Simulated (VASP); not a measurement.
A run of VASP 6.6.1 is set up as follows.

INCAR

```
ALGO = Normal
EDIFF = 1E-6
ENCUT = 520
GGA = PS
ISIF = 2
ISMEAR = 0
ISPIN = 2
KPAR = 4
LASPH = T
LCHARG = F
LMAXMIX = 4
LORBIT = 11
LREAL = F
LWAVE = F
MAGMOM = 0 0 0 0 0 0 0.85 0.85 0 0 0 0 0 0
NBANDS = 50
NELM = 150
PREC = Accurate
SIGMA = 0.1
```

File KPOINTS:

```
k-points
0
Gamma
  6 6 8
```

POSCAR

```
Mg3CrN3
1.0
    7.2273168568      0.0000000000      0.0000000000
   -3.6136584284      6.2590399992      0.0000000000
    0.0000000000      0.0000000000      4.2449173690
Mg Cr N
6 2 6
Direct
    0.8434426049      0.6644647521      0.2500000000
    0.8210221471      0.1565573951      0.2500000000
    0.3355352479      0.1789778529      0.2500000000
    0.1565573951      0.3355352479      0.7500000000
    0.1789778529      0.8434426049      0.7500000000
    0.6644647521      0.8210221471      0.7500000000
    0.6666666667      0.3333333333      0.7500000000
    0.3333333333      0.6666666667      0.2500000000
    0.8209035087      0.6518167852      0.7500000000
    0.8309132765      0.1790964913      0.7500000000
    0.3481832148      0.1690867235      0.7500000000
    0.1790964913      0.3481832148      0.2500000000
    0.1690867235      0.8209035087      0.2500000000
    0.6518167852      0.8309132765      0.2500000000
```

Potentials or basis: VASP PAW PBE potentials, release 64 (Mg, Cr_pv, N).

Launch:

```console
$ cat potpaw_PBE.64/Mg/POTCAR potpaw_PBE.64/Cr_pv/POTCAR potpaw_PBE.64/N/POTCAR > POTCAR
$ mpirun -np 4 vasp_std > vasp.out
```

Q: Estimate the pressure.

A: -10.7 GPa.

Q: Predict the site moments.

A: Mg -0.00; Cr +1.78; N -0.08 μB.

Forces in eV/Å, atoms in the order of the input:
```
Mg  -0.627  0.114  0.000
Mg   0.413  0.486  0.000
Mg   0.215 -0.600  0.000
Mg   0.627 -0.114  0.000
Mg  -0.413 -0.486  0.000
Mg  -0.215  0.600  0.000
Cr   0.000  0.000  0.000
Cr   0.000  0.000  0.000
N    0.670 -3.426  0.000
N   -3.302  1.133  0.000
N    2.632  2.294  0.000
N   -0.670  3.426  0.000
N    3.302 -1.133  0.000
N   -2.632 -2.294  0.000
```

Caveat: the cell differs from its parent crystal (strained); the stress differs along the axes, from -16 to 0 GPa; the PAW data sets were made with another functional, which shifts forces and pressure a little; the run started ferromagnetic, and an antiferromagnetic order may lie lower in energy.
